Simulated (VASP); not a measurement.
# Si2F3 (Pm-3m) in VASP: notebook

Si2F3 is run at these levels: PBE; tasks: relaxation of cell and atoms, single point.

Everything below comes from runs of VASP 6.6.1. Logs are shortened: lines on timing, memory, paths and dates and some standing lists are left out, and cuts for length are marked.

**1. The cell of the first run**

Symmetry: Pm-3m, No. 221, cubic system. The conventional cell has a = 4.259 Å, b = 4.259 Å, c = 4.259 Å, α = 90.00°, β = 90.00°, γ = 90.00°. Si (site symmetry m-3m) has 12 F at 3.01 Å and 8 Si at 3.69 Å within 4.0 Å. Within 2.8 Å of Si (site symmetry m-3m) lie 6 F at 2.13 Å. Within 2.8 Å of F (site symmetry 4/mmm) lie 2 Si at 2.13 Å.

**2. Relaxation of cell and atoms, PBE, collinear spin, ferromagnetic start**

Contents of INCAR:

```
SYSTEM = Si2F3
ALGO = Normal
EDIFF = 1E-6
EDIFFG = -0.04
ENCUT = 600
GGA = PE
IBRION = 2
ISIF = 3
ISMEAR = 0
ISPIN = 2
LASPH = .True.
LCHARG = .False.
LORBIT = 11
LREAL = .False.
LWAVE = .False.
MAGMOM = 0 0 1 1 1
NELM = 150
NSW = 90
PREC = Accurate
SIGMA = 0.1
```

Contents of KPOINTS:

```
k-points
0
Gamma
  4 4 4
  0 0 0
```

Contents of POSCAR:

```
Si2F3
1.0
    4.2594769300      0.0000000000      0.0000000000
    0.0000000000      4.2594769300      0.0000000000
    0.0000000000      0.0000000000      4.2594769300
Si F
2 3
Direct
    0.0000000000      0.0000000000      0.0000000000
    0.5000000000      0.5000000000      0.5000000000
    0.0000000000      0.5000000000      0.5000000000
    0.5000000000      0.0000000000      0.5000000000
    0.5000000000      0.5000000000      0.0000000000
```

Potentials or basis: VASP PAW PBE potentials, release 64 (Si, F).

Command:

```
cat potpaw_PBE.64/Si/POTCAR potpaw_PBE.64/F/POTCAR > POTCAR
mpirun -np 1 vasp_std > vasp.out
```

OUTCAR:

```text
SYSTEM = Si2F3
   EDIFF = 1E-6
   EDIFFG = -0.04
   ENCUT = 600
   GGA = PE
   IBRION = 2
   ISIF = 3
   ISMEAR = 0
   ISPIN = 2
   LASPH = .True.
   LORBIT = 11
   LREAL = .False.
   NELM = 150
   NSW = 90
   PREC = Accurate

 ion  position               nearest neighbor table
   1  0.000  0.000  0.000-
   2  0.500  0.500  0.500-   3 2.13   4 2.13   5 2.13   5 2.13   4 2.13   3 2.13
   3  0.000  0.500  0.500-   2 2.13   2 2.13
   4  0.500  0.000  0.500-   2 2.13   2 2.13
   5  0.500  0.500  0.000-   2 2.13   2 2.13

  LATTYP: Found a simple cubic cell.
 ALAT       =     4.2594769300

  Lattice vectors:

 A1 = (   4.2594769300,   0.0000000000,   0.0000000000)
 A2 = (   0.0000000000,   4.2594769300,   0.0000000000)
 A3 = (   0.0000000000,   0.0000000000,   4.2594769300)

Analysis of symmetry for initial positions (statically):
=====================================================================
 Subroutine PRICEL returns:
 Original cell was already a primitive cell.

 Routine SETGRP: Setting up the symmetry group for a
 simple cubic supercell.

 Subroutine GETGRP returns: Found 48 space group operations
 (whereof 48 operations were pure point group operations)
 out of a pool of 48 trial point group operations.

The static configuration has the point symmetry O_h .

Analysis of symmetry for dynamics (positions and initial velocities):
=====================================================================
 Subroutine PRICEL returns:
 Original cell was already a primitive cell.

 Routine SETGRP: Setting up the symmetry group for a
 simple cubic supercell.

 Subroutine GETGRP returns: Found 48 space group operations
 (whereof 48 operations were pure point group operations)
 out of a pool of 48 trial point group operations.

The dynamic configuration has the point symmetry O_h .

Analysis of structural, dynamic, and magnetic symmetry:
=====================================================================
 Subroutine PRICEL returns:
 Original cell was already a primitive cell.

 Routine SETGRP: Setting up the symmetry group for a
 simple cubic supercell.

 Subroutine GETGRP returns: Found 48 space group operations
 (whereof 48 operations were pure point group operations)
[... 173 lines left out ...]

  FREE ENERGIE OF THE ION-ELECTRON SYSTEM (eV)
  ---------------------------------------------------
  free  energy   TOTEN  =       -20.7492104242 eV

  energy  without entropy=      -20.7264176906  energy(sigma->0) =      -20.73781406

--------------------------------------- Ionic step        2  -------------------------------------------

 number of electron      29.0000046 magnetization       1.2156429

 Free energy of the ion-electron system (eV)
  ---------------------------------------------------
  ext. energy  EPLUGINS =         0.00000000
  ---------------------------------------------------
  free energy    TOTEN  =       -20.75318593 eV

  energy without entropy =      -20.73194661  energy(sigma->0) =      -20.74256627

 E-fermi :   4.1935     XC(G=0):  -9.3398

 val. band max:        4.1823423261   @ k =   0.5000   0.2500   0.0000
 cond. band min:       4.2310743936   @ k =   0.5000   0.2500   0.2500
 fundamental gap:      0.0487320674
 Fermi energy:         4.1934695627

 spin component 1

 k-point     1 :       0.0000    0.0000    0.0000
  band No.  band energies     occupation
      1     -20.8185      1.00000
      2     -20.2183      1.00000
      3     -20.2183      1.00000
      4      -4.0720      1.00000
      5      -4.0720      1.00000
      6      -4.0720      1.00000
[... 206 lines left out ...]
      6      -2.8734      1.00000
[... 12 lines left out ...]
     19       5.9902      0.00000
     20       5.9902      0.00000
 Fermi energy:         4.1934695627

 spin component 2

 k-point     1 :       0.0000    0.0000    0.0000
  band No.  band energies     occupation
      1     -20.7547      1.00000
      2     -20.1561      1.00000
      3     -20.1561      1.00000
      4      -4.0034      1.00000
      5      -4.0034      1.00000
      6      -4.0034      1.00000
[... 219 lines left out ...]
     19       6.1375      0.00000
     20       6.1375      0.00000

------------------------ aborting loop because EDIFF is reached ----------------------------------------

  FORCE on cell =-STRESS in cart. coord.  units (eV):
  Direction    XX          YY          ZZ          XY          YZ          ZX
  --------------------------------------------------------------------------------------
  -------------------------------------------------------------------------------------
  Total       -0.1535178     -0.1535178     -0.1535178      0.0000000      0.0000000     -0.0000000
  in kB       -3.2251358     -3.2251358     -3.2251358      0.0000000      0.0000000     -0.0000000
  external PRESSURE =      -3.2251358 kB  Pullay stress =       0.0000000 kB

 VOLUME and BASIS-vectors are now :
 -----------------------------------------------------------------------------
  energy-cutoff  :      600.00
  volume of cell :       76.26
      direct lattice vectors                 reciprocal lattice vectors
     4.240728183 -0.000000000 -0.000000000     0.235808559  0.000000000  0.000000000
    -0.000000000  4.240728183 -0.000000000     0.000000000  0.235808559  0.000000000
    -0.000000000 -0.000000000  4.240728183     0.000000000  0.000000000  0.235808559

 POSITION                                       TOTAL-FORCE (eV/Angst)
 -----------------------------------------------------------------------------------
      0.00000      0.00000      0.00000         0.000000      0.000000     -0.000000
      2.12036      2.12036      2.12036         0.000000      0.000000      0.000000
     -0.00000      2.12036      2.12036        -0.000000     -0.000000     -0.000000
      2.12036     -0.00000      2.12036         0.000000     -0.000000     -0.000000
      2.12036      2.12036     -0.00000         0.000000      0.000000     -0.000000
 -----------------------------------------------------------------------------------
    total drift:                                0.000000      0.000000      0.000000

  FREE ENERGIE OF THE ION-ELECTRON SYSTEM (eV)
  ---------------------------------------------------
  free  energy   TOTEN  =       -20.7531859335 eV

  energy  without entropy=      -20.7319466126  energy(sigma->0) =      -20.74256627

 reached required accuracy - stopping structural energy minimisation

 total charge

# of ion       s       p       d       tot
------------------------------------------
    1        1.016   0.438   0.000   1.453
    2        1.010   0.359   0.000   1.369
    3        1.753   4.283   0.000   6.036
    4        1.753   4.283   0.000   6.036
    5        1.753   4.283   0.000   6.036
--------------------------------------------------
tot          7.286  13.644   0.000  20.930

 magnetization (x)

# of ion       s       p       d       tot
------------------------------------------
    1        0.006   0.358   0.000   0.364
    2        0.035   0.011   0.000   0.046
    3        0.004   0.028   0.000   0.031
    4        0.004   0.028   0.000   0.031
    5        0.004   0.028   0.000   0.031
--------------------------------------------------
tot          0.052   0.452   0.000   0.504
```

CONTCAR:

```text
Si2F3
   1.00000000000000
     4.2407281834219068   -0.0000000000000000   -0.0000000000000000
    -0.0000000000000000    4.2407281834219068   -0.0000000000000000
    -0.0000000000000000   -0.0000000000000000    4.2407281834219068
  Si              F
     2     3
Direct
     0.0000000000000000    0.0000000000000000    0.0000000000000000
     0.5000000000000000    0.5000000000000000    0.5000000000000000
     0.0000000000000000    0.5000000000000000    0.5000000000000000
     0.5000000000000000    0.0000000000000000    0.5000000000000000
     0.5000000000000000    0.5000000000000000    0.0000000000000000

  0.00000000E+00  0.00000000E+00  0.00000000E+00
  0.00000000E+00  0.00000000E+00  0.00000000E+00
  0.00000000E+00  0.00000000E+00  0.00000000E+00
  0.00000000E+00  0.00000000E+00  0.00000000E+00
  0.00000000E+00  0.00000000E+00  0.00000000E+00
```

It took 24 s on 1 thread of Intel Xeon 6975P-C (Granite Rapids), shared host; peak memory 0.24 GiB.

What came out:

| Quantity | Value |
| --- | --- |
| Free energy | -20.7532 eV |
| Relaxed volume | 15.25 Å³/atom |
| Relaxed cell | a = 4.241 Å, b = 4.241 Å, c = 4.241 Å, α = 90.00°, β = 90.00°, γ = 90.00° |
| Space group after relaxing (to 0.05 Å) | Pm-3m (No. 221) |
| Energy gained by relaxing | 0.8 meV/atom |
| Ionic steps | 2 |
| Pressure after relaxing | -0.3 GPa |
| Net moment | 1.22 μB per cell |
| Site moments | Si +0.36, +0.05; F +0.03 μB |
| Valence electrons inside the program's atomic spheres | Si 1.45, 1.37; F 6.04 |

The path:
```csv
step,energy change (eV),largest force (eV/Å),pressure (GPa),volume (Å³)
1,0.0000,0.0000,-0.95,77.28
2,-0.0040,0.0000,-0.32,76.26
```

Final structure:
```
CELL_PARAMETERS angstrom
4.24073 0.00000 0.00000
0.00000 4.24073 0.00000
0.00000 0.00000 4.24073
ATOMIC_POSITIONS crystal
Si 0.00000 0.00000 0.00000
Si 0.50000 0.50000 0.50000
F 0.00000 0.50000 0.50000
F 0.50000 0.00000 0.50000
F 0.50000 0.50000 0.00000
```

Levels at points of the mesh, in eV from the Fermi level:
Spin up:
```csv
k point,band 12,band 13,band 14,band 15,band 16,band 17,band 18,band 19
"(0.00, 0.00, 0.00)",-5.51,-5.51,-4.71,0.97,0.97,0.97,5.47,5.47
"(0.50, 0.00, 0.00)",-5.54,-4.87,-2.38,-0.66,0.62,0.62,3.26,5.41
"(0.50, 0.50, 0.00)",-5.14,-5.06,-0.46,-0.46,-0.38,0.32,3.36,3.36
"(0.50, 0.50, 0.50)",-5.05,-5.05,0.43,0.43,0.43,1.20,1.80,1.80
```
Spin down:
```
           k point  band 11  band 12  band 13  band 14  band 15  band 16  band 17  band 18
(0.00, 0.00, 0.00)    -5.45    -5.45    -5.45    -4.52     1.98     1.98     1.98     6.31
(0.50, 0.00, 0.00)    -5.47    -5.47    -4.46    -2.18     0.24     1.65     1.65     3.38
(0.50, 0.50, 0.00)    -5.76    -5.00    -4.64    -0.29     0.35     0.35     1.40     3.61
(0.50, 0.50, 0.50)    -4.99    -4.99    -4.99     1.29     1.37     1.37     1.37     1.94
```

Caveat: the k points lie up to 0.37 Å⁻¹ apart in the final cell.

(Part 1 of 3 ends here.)
